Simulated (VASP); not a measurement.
# PbS (I4mm) in VASP: notebook, part 2 of 4

VASP 6.6.1.

**3. Single point, r2SCAN (all S atoms moved +0.375 Å, as atom 2 along Cartesian [0 0 1])**

Input file POSCAR:

```
PbS
1.0
    0.0000000000      2.9650000000      2.9650000000
    2.9650000000      0.0000000000      2.9650000000
    2.9650000000      2.9650000000      0.0000000000
Pb S
1 1
Direct
    0.0000000000      0.0000000000      0.0000000000
    0.5632377740      0.5632377740      0.4367622260
```

Input file INCAR.step1:

```
SYSTEM = PbS
PREC = Accurate
ENCUT = 520
ISMEAR = 0
SIGMA = 0.05
LREAL = .False.
LASPH = .True.
NELM = 80
NBANDS = 17
GGA = PE
ALGO = Normal
EDIFF = 1E-4
LWAVE = .True.
LCHARG = .False.
```

Input file INCAR.step2:

```
SYSTEM = PbS
PREC = Accurate
ENCUT = 520
EDIFF = 1E-7
ISMEAR = 0
SIGMA = 0.05
LREAL = .False.
LASPH = .True.
NELM = 80
ALGO = Normal
ISIF = 2
LWAVE = .False.
LCHARG = .False.
METAGGA = R2SCAN
LMIXTAU = .True.
NBANDS = 17
ISTART = 1
```

Input file KPOINTS:

```
Automatic mesh
0
Gamma
  8 8 8
  0 0 0
```

Potentials or basis: VASP PAW PBE potentials, release 64 (Pb_d, S).

Started as:

```sh
> cat potpaw_PBE.64/Pb_d/POTCAR potpaw_PBE.64/S/POTCAR > POTCAR
> cp INCAR.step1 INCAR
> mpirun -np 1 vasp_std > vasp.out
> cp INCAR.step2 INCAR
> mpirun -np 1 vasp_std > vasp.out
```

OUTCAR:

```text
SYSTEM = PbS
   PREC = Accurate
   ENCUT = 520
   EDIFF = 1E-7
   ISMEAR = 0
   LREAL = .False.
   LASPH = .True.
   NELM = 80
   ISIF = 2
   METAGGA = R2SCAN
   ISTART = 1

 ion  position               nearest neighbor table
   1  0.000  0.000  0.000-   2 2.59   2 2.99   2 2.99   2 2.99   2 2.99   2 3.34
   2  0.563  0.563  0.437-   1 2.59   1 2.99   1 2.99   1 2.99   1 2.99   1 3.34

  LATTYP: Found a face centered cubic cell.
 ALAT       =     5.9300000000

  Lattice vectors:

 A1 = (   0.0000000000,   2.9650000000,   2.9650000000)
 A2 = (   2.9650000000,   0.0000000000,   2.9650000000)
 A3 = (   2.9650000000,   2.9650000000,   0.0000000000)

Analysis of symmetry for initial positions (statically):
=====================================================================
 Subroutine PRICEL returns:
 Original cell was already a primitive cell.

 Routine SETGRP: Setting up the symmetry group for a
 face centered cubic supercell.

 Subroutine GETGRP returns: Found  8 space group operations
 (whereof  8 operations were pure point group operations)
 out of a pool of 48 trial point group operations.

The static configuration has the point symmetry C_4v.

Analysis of symmetry for dynamics (positions and initial velocities):
[... 154 lines left out ...]
  ---------------------------------------------------
  free energy    TOTEN  =       -65.51246808 eV

  energy without entropy =      -65.51246808  energy(sigma->0) =      -65.51246808

 E-fermi :   5.6335     XC(G=0): -10.2305

 val. band max:        5.3944488441   @ k =   0.5000   0.0000   0.0000
 cond. band min:       6.7313217725   @ k =   0.5000   0.0000   0.0000
 fundamental gap:      1.3368729284
 Fermi energy:         5.6335021902

 k-point     1 :       0.0000    0.0000    0.0000
  band No.  band energies     occupation
      1     -11.7041      2.00000
      2     -11.6987      2.00000
      3     -11.6808      2.00000
      4     -11.6669      2.00000
      5     -11.6669      2.00000
      6      -8.6960      2.00000
[... 457 lines left out ...]
      4     -11.6233      2.00000
      5     -11.6113      2.00000
      6      -7.1580      2.00000
[... 9 lines left out ...]
     16      16.9328      0.00000
     17      17.6421      0.00000

 [... further k-points ...]
[... 5 lines left out ...]
  --------------------------------------------------------------------------------------
  -------------------------------------------------------------------------------------
  Total        0.5605954      0.5605954      2.5983753      0.0000000     -0.0000000      0.0000000
  in kB       17.2288394     17.2288394     79.8561517      0.0000000     -0.0000000      0.0000000
  external PRESSURE =      38.1046102 kB  Pullay stress =       0.0000000 kB

 VOLUME and BASIS-vectors are now :
 -----------------------------------------------------------------------------
  energy-cutoff  :      520.00
  volume of cell :       52.13
      direct lattice vectors                 reciprocal lattice vectors
     0.000000000  2.965000000  2.965000000    -0.168634064  0.168634064  0.168634064
     2.965000000  0.000000000  2.965000000     0.168634064 -0.168634064  0.168634064
     2.965000000  2.965000000  0.000000000     0.168634064  0.168634064 -0.168634064

 POSITION                                       TOTAL-FORCE (eV/Angst)
 -----------------------------------------------------------------------------------
      0.00000      0.00000      0.00000         0.000000      0.000000      0.832228
      2.96500      2.96500      3.34000         0.000000      0.000000     -0.832228
 -----------------------------------------------------------------------------------
    total drift:                                0.000000      0.000000      0.000006

  FREE ENERGIE OF THE ION-ELECTRON SYSTEM (eV)
  ---------------------------------------------------
  free  energy   TOTEN  =       -65.5124680756 eV

  energy  without entropy=      -65.5124680756  energy(sigma->0) =      -65.51246808
```

OUTCAR.step1:

```text
SYSTEM = PbS
   PREC = Accurate
   ENCUT = 520
   ISMEAR = 0
   LREAL = .False.
   LASPH = .True.
[... 701 lines left out ...]
      0.00000      0.00000      0.00000         0.000000      0.000000      0.872411
      2.96500      2.96500      3.34000         0.000000      0.000000     -0.872411
 -----------------------------------------------------------------------------------
    total drift:                                0.000001      0.000001     -0.000125

  FREE ENERGIE OF THE ION-ELECTRON SYSTEM (eV)
  ---------------------------------------------------
  free  energy   TOTEN  =        -8.6528512693 eV

  energy  without entropy=       -8.6528512693  energy(sigma->0) =       -8.65285127
```

It took 92 s on 1 thread of Intel Xeon 6975P-C (Granite Rapids), shared host; peak memory 0.21 GiB.

What came out:

```
Free energy            : -65.5125 eV
Pressure               : 3.8 GPa
Largest force          : 0.832 eV/Å
Band gap on the k mesh : 1.34 eV, direct
```

Forces on the atoms (eV/Å):
```
Pb   0.000  0.000  0.832
S    0.000  0.000 -0.832
```

Stress tensor (GPa, compression positive):
```
1.72 0.00 0.00
0.00 1.72 0.00
0.00 0.00 7.99
```

Caveat: the cell differs from its parent crystal (all S atoms moved +0.375 Å, as atom 2 along Cartesian [0 0 1]); the PAW data sets were made with another functional, which shifts forces and pressure a little; spin-orbit coupling is left out, which moves the levels of the heavy elements. A k mesh can miss the band edges.

**4. Single point, r2SCAN (all S atoms moved -0.250 Å, as atom 2 along Cartesian [0 0 1])**

POSCAR, as its differences from that of step 3:

```diff
@@ -9,2 +9,2 @@
     0.0000000000      0.0000000000      0.0000000000
-    0.5632377740      0.5632377740      0.4367622260
+    0.4578414840      0.4578414840      0.5421585160
```

Input file INCAR.step1:

```
PREC     = Accurate       # precision mode
ENCUT    = 520            # plane-wave cutoff, eV
ISMEAR   = 0              # smearing method
SIGMA    = 0.05           # smearing width, eV
LREAL    = F              # projectors in reciprocal space
LASPH    = T              # aspherical terms in the spheres
NELM     = 100            # most SCF steps
NBANDS   = 17             # bands
GGA      = PE             # functional
ALGO     = Normal         # electronic algorithm
EDIFF    = 1E-4           # SCF threshold, eV
LWAVE    = T              # write WAVECAR
LCHARG   = F              # write CHGCAR
```

Input file INCAR.step2:

```
PREC     = Accurate       # precision mode
ENCUT    = 520            # plane-wave cutoff, eV
EDIFF    = 1E-6           # SCF threshold, eV
ISMEAR   = 0              # smearing method
SIGMA    = 0.05           # smearing width, eV
LREAL    = F              # projectors in reciprocal space
LASPH    = T              # aspherical terms in the spheres
NELM     = 100            # most SCF steps
ALGO     = Normal         # electronic algorithm
ISIF     = 2              # what is computed and relaxed
LWAVE    = F              # write WAVECAR
LCHARG   = F              # write CHGCAR
METAGGA  = R2SCAN         # meta-GGA
LMIXTAU  = T            
NBANDS   = 17             # bands
ISTART   = 1
```

Input file KPOINTS:

```
regular mesh
0
Gamma
  8 8 8
```

Started as:

```sh
> cat potpaw_PBE.64/Pb_d/POTCAR potpaw_PBE.64/S/POTCAR > POTCAR
> cp INCAR.step1 INCAR
> mpirun -np 1 vasp_std > vasp.out
> cp INCAR.step2 INCAR
> mpirun -np 1 vasp_std > vasp.out
```

It took 79 s on 1 thread of Intel Xeon 6975P-C (Granite Rapids), shared host; peak memory 0.21 GiB.

It converged, with:

| Quantity | Value |
| --- | --- |
| Free energy | -65.5805 eV |
| Pressure | 2.4 GPa |
| Largest force | 0.314 eV/Å |
| Band gap on the k mesh | 1.00 eV, direct |

Forces on the atoms (eV/Å):
```
Pb   0.000  0.000 -0.314
S    0.000  0.000  0.314
```

Stress tensor (GPa, compression positive):
```
1.50 0.00 0.00
0.00 1.50 0.00
0.00 0.00 4.10
```

Levels at points of the mesh, in eV from the valence-band top:
```
           k point  band 6  band 7  band 8  band 9  band 10  band 11  band 12  band 13  band 14  band 15
(0.00, 0.00, 0.00)  -14.14   -5.89   -2.28   -2.14    -2.14     5.26     5.26     5.80     7.28     7.75
(0.50, 0.00, 0.00)  -12.89   -8.92   -2.00   -1.83     0.00     1.00     2.40     2.66     9.16    10.79
(0.50, 0.50, 0.00)  -12.35   -7.63   -4.82   -3.48    -3.48     4.31     6.29     6.29     6.29    11.76
(0.00, 0.50, 0.50)  -12.44   -7.20   -5.24   -3.44    -3.40     3.78     6.16     6.46     6.75    11.79
```

Caveat: the cell differs from its parent crystal (all S atoms moved -0.250 Å, as atom 2 along Cartesian [0 0 1]); the PAW data sets were made with another functional, which shifts forces and pressure a little; spin-orbit coupling is left out, which moves the levels of the heavy elements.

[end of part 2 of 4]
